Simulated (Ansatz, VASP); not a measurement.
## One calculation of B4MoRu, two programs

INCAR

```
PREC = Accurate ; ENCUT = 520
EDIFF = 1E-7 ; ISMEAR = 0
SIGMA = 0.1 ; LREAL = False
LASPH = True ; NELM = 60
ALGO = Normal ; ISIF = 2
LWAVE = False ; LCHARG = False
GGA = PE ; NBANDS = 29
```

File KPOINTS:

```
regular mesh
0
Gamma
  4 4 6
```

Contents of POSCAR:

```
B4MoRu
1.0
    2.1810780300     -3.7804626600      0.0000000000
    2.1810780300      3.7804626600      0.0000000000
    0.0000000000      0.0000000000      3.5350274900
B Mo Ru
4 1 1
Direct
    0.1700774500      0.8299225500      0.0000000000
    0.8299225500      0.1700774500      0.0000000000
    0.0000000000      0.5000000000      0.5000000000
    0.5000000000      0.0000000000      0.5000000000
    0.5000000000      0.5000000000      0.0000000000
    0.0000000000      0.0000000000      0.5000000000
```

Input for Ansatz:

```yaml
crystal:
  lattice:
    - [2.18107803, -3.78046266, 0.0]
    - [2.18107803, 3.78046266, 0.0]
    - [0.0, 0.0, 3.53502749]
  atoms:
    - { symbol: B, position: [0.17007745, 0.82992255, 0.0] }
    - { symbol: B, position: [0.82992255, 0.17007745, 0.0] }
    - { symbol: B, position: [0.0, 0.5, 0.5] }
    - { symbol: B, position: [0.5, 0.0, 0.5] }
    - { symbol: Mo, position: [0.5, 0.5, 0.0] }
    - { symbol: Ru, position: [0.0, 0.0, 0.5] }
basis:
  ecutwfc: 420
kpoints:
  mp_grid: { grid: [4, 4, 6] }
hamiltonian:
  xc: pbe
scf:
  occupations: { method: gaussian, width: 0.1 }
  lower_state_search: "off"
output:
  forces: true
  stress: true
  eigenvalues: true
```

Change from the starting cell: species swapped into the CeGaCu4 type (Cmmm, No. 65).

Alike in both runs: task single point; functional PBE; k mesh 4 × 4 × 6; occupations gaussian, width 0.1 eV; no spin polarisation.

|  | VASP | Ansatz |
| --- | --- | --- |
| version | VASP 6.6.1 | Ansatz 0.2.0 |
| potentials or method | VASP PAW PBE potentials, release 64 (B, Mo_sv, Ru_pv), cutoff 520 eV | scalar-relativistic, plane waves, PAW |
| valence electrons in the cell | 40 | 42 |

|  | VASP | Ansatz | Ansatz less VASP |
| --- | --- | --- | --- |
| gap on the k mesh at the Fermi level (eV) | none | none | - |
| pressure (GPa) | -16.1 | -16.2 | -0.12 |
| traceless stress, the component that is largest in VASP (GPa) | -5.13 | -5.17 | -0.047 |
| rms of the force components (eV/Å) | 0.264 | 0.264 | -0.0008 |

Atom by atom the forces differ by 0.001 eV/Å (rms over components). A gap of «none» marks a metal or a gap that the smearing closes. The functional is the same, so the differences come from potentials, cutoffs and numerics. VASP's potentials hold 40 valence electrons a cell and Ansatz's 42, so a difference there can come from the potentials and not from the codes.

The k mesh is coarse, so the values compare programs but aren't converged.
